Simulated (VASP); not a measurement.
Input of a VASP 6.6.1 run:

The input POSCAR:

```
SnO2
1.0
    4.7598181113      0.0000000000      0.0000000000
    0.0000000000      4.7600576172      0.0000000000
    0.0000000000      0.0000000000      3.2007107588
Sn O
2 4
Direct
    0.5000000000      0.5000000000      0.5000000000
    0.0000000000      0.0000000000      0.0000000000
    0.3058623565      0.3059582269      0.0000000000
    0.8058623565      0.1940417731      0.5000000000
    0.1941376435      0.8059582269      0.5000000000
    0.6941376435      0.6940417731      0.0000000000
```

Contents of INCAR.step1:

```
PREC = Accurate
ENCUT = 520
ISMEAR = 0
SIGMA = 0.02
LREAL = False
LASPH = True
NELM = 100
NBANDS = 35
GGA = PE
ALGO = Normal
EDIFF = 1E-4
LWAVE = True
LCHARG = False
```

Contents of INCAR.step2:

```
PREC = Accurate
ENCUT = 520
EDIFF = 1E-6
ISMEAR = 0
SIGMA = 0.02
LREAL = False
LASPH = True
NELM = 100
ALGO = Normal
ISIF = 2
LWAVE = False
LCHARG = False
METAGGA = R2SCAN
LMIXTAU = True
NBANDS = 35
ISTART = 1
```

Contents of KPOINTS:

```
regular mesh
0
Gamma
  6 6 8
```

Potentials or basis: VASP PAW PBE potentials, release 64 (Sn_d, O).

Launch:

```console
$ cat potpaw_PBE.64/Sn_d/POTCAR potpaw_PBE.64/O/POTCAR > POTCAR
$ cp INCAR.step1 INCAR
$ mpirun -np 1 vasp_std > vasp.out
$ cp INCAR.step2 INCAR
$ mpirun -np 1 vasp_std > vasp.out
```

(1) What does it give for the band gap on the k mesh?

(2) Estimate the largest force.

(3) What does it give for the pressure?

Results:

(1) 1.79 eV.

(2) 0.028 eV/Å.

(3) 1.1 GPa.

Caveat: the PAW data sets were made with another functional, which shifts forces and pressure a little; spin-orbit coupling is left out, which moves the levels of the heavy elements.
